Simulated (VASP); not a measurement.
# Hf3N4 (I-43d) in VASP: relaxation of the atoms with PBE

Aim: the relaxation of the atoms of Hf3N4 with PBE.

Program: VASP 6.6.1. These are calculated values, not measurements. Logs are shortened: lines on timing, memory, paths and dates and some standing lists are left out, and cuts for length are marked.

### Step 1. The cell of the first run

Symmetry: I-43d, No. 220, cubic system. The conventional cell has a = 6.701 Å, b = 6.701 Å, c = 6.701 Å, α = 90.00°, β = 90.00°, γ = 90.00°. Hf (site symmetry -4) has 8 N at 2.18 to 2.47 Å within 2.9 Å. Within 3.0 Å of N (site symmetry 3) lie 6 Hf at 2.18 to 2.47 Å and 5 N at 2.64 to 2.90 Å.

### Step 2. Relaxation of the atoms, PBE

Contents of INCAR:

```
SYSTEM = Hf3N4
ALGO     = Normal         ! electronic algorithm
EDIFF    = 1E-7           ! SCF threshold, eV
EDIFFG   = -0.02          ! ionic threshold
ENCUT    = 520            ! plane-wave cutoff, eV
GGA      = PE             ! functional
GGA_COMPAT= .False.      
IBRION   = 2              ! ionic algorithm
ISIF     = 2              ! what is computed and relaxed
ISMEAR   = -1             ! smearing method
KPAR     = 4            
LASPH    = .True.         ! aspherical terms in the spheres
LCHARG   = .False.        ! write CHGCAR
LREAL    = .False.        ! projectors in reciprocal space
LWAVE    = .False.        ! write WAVECAR
NELM     = 120            ! most SCF steps
NELMIN   = 4            
NSW      = 80             ! ionic steps
PREC     = Accurate       ! precision mode
SIGMA    = 0.02           ! smearing width, eV
```

Contents of KPOINTS:

```
k-points
0
Gamma
  6 6 6
  0 0 0
```

Contents of POSCAR:

```
Hf3N4
1.0
   -3.3505000000      3.3505000000      3.3505000000
    3.3505000000     -3.3505000000      3.3505000000
    3.3505000000      3.3505000000     -3.3505000000
Hf N
6 8
Direct
    0.2500000000      0.6250000000      0.3750000000
    0.3750000000      0.2500000000      0.6250000000
    0.7500000000      0.8750000000      0.1250000000
    0.1250000000      0.7500000000      0.8750000000
    0.6250000000      0.3750000000      0.2500000000
    0.8750000000      0.1250000000      0.7500000000
    0.1260000000      0.1260000000      0.1260000000
    0.8740000000      0.5000000000      0.0000000000
    0.5000000000      0.0000000000      0.3740000000
    0.0000000000      0.8740000000      0.5000000000
    0.3740000000      0.5000000000      0.0000000000
    0.6260000000      0.6260000000      0.6260000000
    0.0000000000      0.3740000000      0.5000000000
    0.5000000000      0.0000000000      0.8740000000
```

Potentials or basis: VASP PAW PBE potentials, release 64 (Hf_pv, N).

The run is started by

```bash
$ cat potpaw_PBE.64/Hf_pv/POTCAR potpaw_PBE.64/N/POTCAR > POTCAR
$ mpirun -np 4 vasp_std > vasp.out
```

OUTCAR:

```text
SYSTEM = Hf3N4
   EDIFF = 1E-7
   EDIFFG = -0.02
   ENCUT = 520
   GGA = PE
   IBRION = 2
   ISIF = 2
   ISMEAR = -1
   LASPH = .True.
   LREAL = .False.
   NELM = 120
   NELMIN = 4
   NSW = 80
   PREC = Accurate

 ion  position               nearest neighbor table
   1  0.250  0.625  0.375-   8 2.18   9 2.18  12 2.18  13 2.18  11 2.47   7 2.47  10 2.47  14 2.47
                             5 3.13   2 3.13   4 3.13   5 3.13   4 3.13   6 3.13   2 3.13   6 3.13
   2  0.375  0.250  0.625-   9 2.18  10 2.18  11 2.18  12 2.18   8 2.47  13 2.47   7 2.47  14 2.47
                             5 3.13   6 3.13   3 3.13   5 3.13   1 3.13   1 3.13   6 3.13   3 3.13
   3  0.750  0.875  0.125-   7 2.18  10 2.18  11 2.18  14 2.18  13 2.47   8 2.47   9 2.47  12 2.47
                             5 3.13   6 3.13   2 3.13   6 3.13   4 3.13   5 3.13   2 3.13   4 3.13
   4  0.125  0.750  0.875-   7 2.18   8 2.18  13 2.18  14 2.18  11 2.47  12 2.47   9 2.47  10 2.47
                             6 3.13   1 3.13   3 3.13   6 3.13   1 3.13   3 3.13   5 3.13   5 3.13
   5  0.625  0.375  0.250-  11 2.18  12 2.18  13 2.18  14 2.18   7 2.47   8 2.47   9 2.47  10 2.47
                             1 3.13   4 3.13   1 3.13   2 3.13   3 3.13   2 3.13   3 3.13   4 3.13
   6  0.875  0.125  0.750-   7 2.18   8 2.18   9 2.18  10 2.18  11 2.47  12 2.47  13 2.47  14 2.47
                             4 3.13   1 3.13   2 3.13   3 3.13   4 3.13   3 3.13   2 3.13   1 3.13
   7  0.126  0.126  0.126-   3 2.18   4 2.18   6 2.18   2 2.47   5 2.47   1 2.47
   8  0.874  0.500  0.000-   1 2.18   4 2.18   6 2.18   2 2.47   3 2.47   5 2.47
   9  0.500  0.000  0.374-   1 2.18   2 2.18   6 2.18   4 2.47   5 2.47   3 2.47
  10  0.000  0.874  0.500-   2 2.18   3 2.18   6 2.18   4 2.47   5 2.47   1 2.47
  11  0.374  0.500  0.000-   2 2.18   3 2.18   5 2.18   4 2.47   1 2.47   6 2.47
  12  0.626  0.626  0.626-   1 2.18   2 2.18   5 2.18   4 2.47   3 2.47   6 2.47
  13  0.000  0.374  0.500-   1 2.18   4 2.18   5 2.18   2 2.47   3 2.47   6 2.47
  14  0.500  0.000  0.874-   3 2.18   4 2.18   5 2.18   2 2.47   1 2.47   6 2.47

  LATTYP: Found a body centered cubic cell.
 ALAT       =     6.7010000000

  Lattice vectors:

 A1 = (  -3.3505000000,   3.3505000000,   3.3505000000)
 A2 = (   3.3505000000,  -3.3505000000,   3.3505000000)
 A3 = (   3.3505000000,   3.3505000000,  -3.3505000000)

Analysis of symmetry for initial positions (statically):
=====================================================================
 Subroutine PRICEL returns:
 Original cell was already a primitive cell.

 Routine SETGRP: Setting up the symmetry group for a
 body centered cubic supercell.

 Subroutine GETGRP returns: Found 24 space group operations
 (whereof  3 operations were pure point group operations)
 out of a pool of 48 trial point group operations.

The static configuration has the point symmetry C_3 .
 The point group associated with its full space group is T_d .

Analysis of symmetry for dynamics (positions and initial velocities):
=====================================================================
 Subroutine PRICEL returns:
 Original cell was already a primitive cell.

 Routine SETGRP: Setting up the symmetry group for a
 body centered cubic supercell.

 Subroutine GETGRP returns: Found 24 space group operations
 (whereof  3 operations were pure point group operations)
 out of a pool of 48 trial point group operations.

The dynamic configuration has the point symmetry C_3 .
 The point group associated with its full space group is T_d .

 Subroutine INISYM returns: Found 24 space group operations
 (whereof  3 operations are pure point group operations),
 and found     1 'primitive' translations

----------------------------------------------------------------------------------------

                                     Primitive cell

  volume of cell :     150.4488

  direct lattice vectors                    reciprocal lattice vectors
    -3.350500000  3.350500000  3.350500000     0.000000000  0.149231458  0.149231458
     3.350500000 -3.350500000  3.350500000     0.149231458  0.000000000  0.149231458
     3.350500000  3.350500000 -3.350500000     0.149231458  0.149231458  0.000000000

  length of vectors
     5.803236231  5.803236231  5.803236231     0.211045152  0.211045152  0.211045152

  position of ions in fractional coordinates (direct lattice)
     0.250000000  0.625000000  0.375000000
     0.375000000  0.250000000  0.625000000
     0.750000000  0.875000000  0.125000000
     0.125000000  0.750000000  0.875000000
     0.625000000  0.375000000  0.250000000
     0.875000000  0.125000000  0.750000000
     0.126000000  0.126000000  0.126000000
     0.874000000  0.500000000  0.000000000
     0.500000000  0.000000000  0.374000000
     0.000000000  0.874000000  0.500000000
     0.374000000  0.500000000  0.000000000
     0.626000000  0.626000000  0.626000000
     0.000000000  0.374000000  0.500000000
     0.500000000  0.000000000  0.874000000

  ion indices of the primitive-cell ions
   primitive index   ion index
                 1           1
                 2           2
                 3           3
                 4           4
                 5           5
                 6           6
                 7           7
                 8           8
                 9           9
                10          10
                11          11
                12          12
                13          13
                14          14

----------------------------------------------------------------------------------------

 KPOINTS: k-points

Automatic generation of k-mesh.
 Grid dimensions read from file:
 generate k-points for:    6    6    6

 Generating k-lattice:

  Cartesian coordinates                     Fractional coordinates (reciprocal lattice)
     0.000000000  0.024871910  0.024871910     0.166666667  0.000000000  0.000000000
     0.024871910  0.000000000  0.024871910     0.000000000  0.166666667  0.000000000
     0.024871910  0.024871910  0.000000000     0.000000000  0.000000000  0.166666667

  Length of vectors
     0.035174192  0.035174192  0.035174192

  Shift w.r.t. Gamma in fractional coordinates (k-lattice)
     0.000000000  0.000000000  0.000000000

 Subroutine IBZKPT returns following result:
 ===========================================

 Found     16 irreducible k-points:

 Following reciprocal coordinates:
            Coordinates               Weight
  0.000000  0.000000  0.000000      1.000000
  0.166667  0.000000  0.000000     12.000000
  0.333333  0.000000  0.000000     12.000000
  0.500000  0.000000  0.000000      6.000000
  0.166667  0.166667  0.000000     24.000000
  0.333333  0.166667  0.000000     48.000000
[... 8 lines left out ...]
  0.500000  0.500000  0.333333     12.000000
  0.500000  0.500000  0.500000      1.000000
   k-points           NKPTS =     16   k-points in BZ     NKDIM =     16   number of bands    NBANDS=     60
   number of dos      NEDOS =    301   number of ions     NIONS =     14
   total plane-waves  NPLWV = 110592
   dimension x,y,z NGX =    48 NGY =   48 NGZ =   48
   dimension x,y,z NGXF=    96 NGYF=   96 NGZF=   96
   ions per type =               6   8
   NGX,Y,Z   is equivalent  to a cutoff of  13.75, 13.75, 13.75 a.u.
   NGXF,Y,Z  is equivalent  to a cutoff of  27.50, 27.50, 27.50 a.u.
 SYSTEM =  Hf3N4
   PREC   = accura    normal or accurate (medium, high low for compatibility)
   ISTART =      0    job   : 0-new  1-cont  2-samecut
   ICHARG =      2    charge: 1-file 2-atom 10-const
   ISPIN  =      1    spin polarized calculation?
   LNONCOLLINEAR =      F non collinear calculations
   LSORBIT =      F    spin-orbit coupling
   LASPH  =      T    aspherical Exc in radial PAW
   ENCUT  =  520.0 eV  38.22 Ry    6.18 a.u.  10.79 10.79 10.79*2*pi/ulx,y,z
   NELM   =    120;   NELMIN=  4; NELMDL= -5     # of ELM steps
   EDIFF  = 0.1E-06   stopping-criterion for ELM
   LREAL  =      F    real-space projection
   EDIFFG = -.2E-01   stopping-criterion for IOM
   NSW    =     80    number of steps for IOM
   IBRION =      2    ionic relax: 0-MD 1-quasi-New 2-CG
   NFREE  =      1    steps in history (QN), initial steepest desc. (CG)
   ISIF   =      2    stress and relaxation
   ISYM   =      2    0-nonsym 1-usesym 2-fastsym
   POTIM  = 0.5000    time-step for ionic-motion
   TEBEG  =    0.0;   TEEND  =   0.0 temperature during run
   PSTRESS=    0.0 pullay stress
   NELECT =     100.0000    total number of electrons
   NUPDOWN=      -1.0000    fix difference up-down
   EMIN   =  10.00;   EMAX   =-10.00  energy-range for DOS
   EFERMI =   0.00;   METHOD = LEGACY
   ISMEAR =    -1;   SIGMA  =   0.02  broadening in eV -4-tet -1-fermi 0-gaus
   EFERMI_NEDOS =   21; number of points for ismear=-14 and -15
   IALGO  =     38    algorithm
   IMIX   =      4    mixing-type and parameters
     AMIX     =   0.40;   BMIX     =  1.00
     AMIX_MAG =   1.60;   BMIX_MAG =  1.00
  volume/ion in A,a.u.               =      10.75        72.52
  Fermi-wavevector in a.u.,A,eV,Ry     =   1.428714  2.699877 27.772523  2.041223
  Thomas-Fermi vector in A             =   2.548746
   LORBIT       =      0    0 simple, 1 ext, 2 COOP (PROOUT), +10 PAW based schemes
   GGA     = PE    functional components
   LHFCALC =     F    Hartree Fock is set to
   AEXX    =    0.0000 exact exchange contribution
   IVDW    =     0    specifies the selected vdW correction
   LEPSILON=     F    determine dielectric tensor
   LRPA    =     F    only Hartree local field effects (RPA)
 conjugate gradient relaxation of ions
 non-spin polarized calculation
  energy-cutoff  :      520.00
  volume of cell :      150.45
 maximum number of plane-waves:      4124
 NGX is ok and might be reduce to    48
   NGX = 21   NGY = 21   NGZ = 21

--------------------------------------- Ionic step        1  -------------------------------------------

 number of electron      99.9999999 magnetization

 number of electron     100.0000000 magnetization

 Free energy of the ion-electron system (eV)
  ---------------------------------------------------
  ext. energy  EPLUGINS =         0.00000000
  ---------------------------------------------------
  free energy    TOTEN  =      -148.56702727 eV

  energy without entropy =     -148.56702727  energy(sigma->0) =     -148.56702727

------------------------ aborting loop because EDIFF is reached ----------------------------------------

  FORCE on cell =-STRESS in cart. coord.  units (eV):
  Direction    XX          YY          ZZ          XY          YZ          ZX
  --------------------------------------------------------------------------------------
  -------------------------------------------------------------------------------------
  Total        3.5547835      3.5547835      3.5547835      0.0000000      0.0000000      0.0000000
  in kB       37.8560142     37.8560142     37.8560142      0.0000000      0.0000000      0.0000000
  external PRESSURE =      37.8560142 kB  Pullay stress =       0.0000000 kB
[... 81 lines left out ...]
  energy  without entropy=     -148.5907516148  energy(sigma->0) =     -148.59075161

--------------------------------------- Ionic step        3  -------------------------------------------

 number of electron     100.0000001 magnetization

 Free energy of the ion-electron system (eV)
  ---------------------------------------------------
  ext. energy  EPLUGINS =         0.00000000
  ---------------------------------------------------
  free energy    TOTEN  =      -148.61911639 eV

  energy without entropy =     -148.61911639  energy(sigma->0) =     -148.61911639

 E-fermi :   7.2007     XC(G=0): -12.7740

 val. band max:        6.7156237153   @ k =   0.0000   0.0000   0.0000
 cond. band min:       7.7590665423   @ k =   0.0000   0.0000   0.0000
 fundamental gap:      1.0434428270
 Fermi energy:         7.2007243879

 k-point     1 :       0.0000    0.0000    0.0000
  band No.  band energies     occupation
      1     -24.0111      2.00000
      2     -24.0111      2.00000
      3     -24.0111      2.00000
      4     -23.9201      2.00000
      5     -23.9201      2.00000
      6     -23.9201      2.00000
[... 1038 lines left out ...]
  FREE ENERGIE OF THE ION-ELECTRON SYSTEM (eV)
  ---------------------------------------------------
  free  energy   TOTEN  =      -148.6191163911 eV

  energy  without entropy=     -148.6191163911  energy(sigma->0) =     -148.61911639

 reached required accuracy - stopping structural energy minimisation
```

It took 3.2 min on 4 MPI ranks of AMD EPYC 7R43 (Zen 3), shared host; peak memory 0.35 GiB.

Results:

| Property | Result |
| --- | --- |
| Free energy | -148.6191 eV |
| Energy gained by relaxing | 3.7 meV/atom |
| Ionic steps | 3 |
| Pressure after relaxing | 0.8 GPa |
| Largest force after relaxing | 0.011 eV/Å |
| Band gap on the k mesh | 1.04 eV |

Forces in eV/Å, atoms in the order of the input:
```
Hf   0.000  0.000  0.000
Hf   0.000  0.000  0.000
Hf   0.000  0.000  0.000
Hf   0.000  0.000  0.000
Hf   0.000  0.000  0.000
Hf   0.000  0.000  0.000
N   -0.006 -0.006 -0.006
N   -0.006  0.006  0.006
N    0.006  0.006 -0.006
N    0.006 -0.006  0.006
N   -0.006  0.006  0.006
N   -0.006 -0.006 -0.006
N    0.006 -0.006  0.006
N    0.006  0.006 -0.006
```

Step by step:
```tsv
step	energy change (eV)	largest force (eV/Å)	pressure (GPa)
1	0.0000	0.2666	3.79
2	-0.0237	0.1957	2.98
3	-0.0521	0.0112	0.81
```

Final structure:
```cif
data_structure
_symmetry_space_group_name_H-M 'P 1'
_symmetry_Int_Tables_number 1
_cell_length_a 5.8032
_cell_length_b 5.8032
_cell_length_c 5.8032
_cell_angle_alpha 109.471
_cell_angle_beta 109.471
_cell_angle_gamma 109.471
_cell_volume 150.45
loop_
_atom_site_label
_atom_site_type_symbol
_atom_site_fract_x
_atom_site_fract_y
_atom_site_fract_z
_atom_site_occupancy
Hf1 Hf 0.25000 0.62500 0.37500 1
Hf2 Hf 0.37500 0.25000 0.62500 1
Hf3 Hf 0.75000 0.87500 0.12500 1
Hf4 Hf 0.12500 0.75000 0.87500 1
Hf5 Hf 0.62500 0.37500 0.25000 1
Hf6 Hf 0.87500 0.12500 0.75000 1
N1 N 0.13487 0.13487 0.13487 1
N2 N 0.86513 0.50000 0.00000 1
N3 N 0.50000 0.00000 0.36513 1
N4 N 0.00000 0.86513 0.50000 1
N5 N 0.36513 0.50000 0.00000 1
N6 N 0.63487 0.63487 0.63487 1
N7 N 0.00000 0.36513 0.50000 1
N8 N 0.50000 0.00000 0.86513 1
```

Levels at points of the mesh, in eV from the valence-band top:
```csv
k point,band 47,band 48,band 49,band 50,band 51,band 52,band 53,band 54
"(0.00, 0.00, 0.00)",-1.37,0.00,0.00,0.00,1.04,1.04,1.73,1.73
"(0.50, 0.00, 0.00)",-1.66,-1.66,-0.82,-0.82,2.50,2.50,2.67,2.67
"(0.50, 0.50, 0.50)",-0.53,-0.53,-0.53,-0.53,3.67,3.67,3.67,3.67
```

Caveat: spin-orbit coupling is left out, which moves the levels of the heavy elements. A k mesh can miss the band edges.
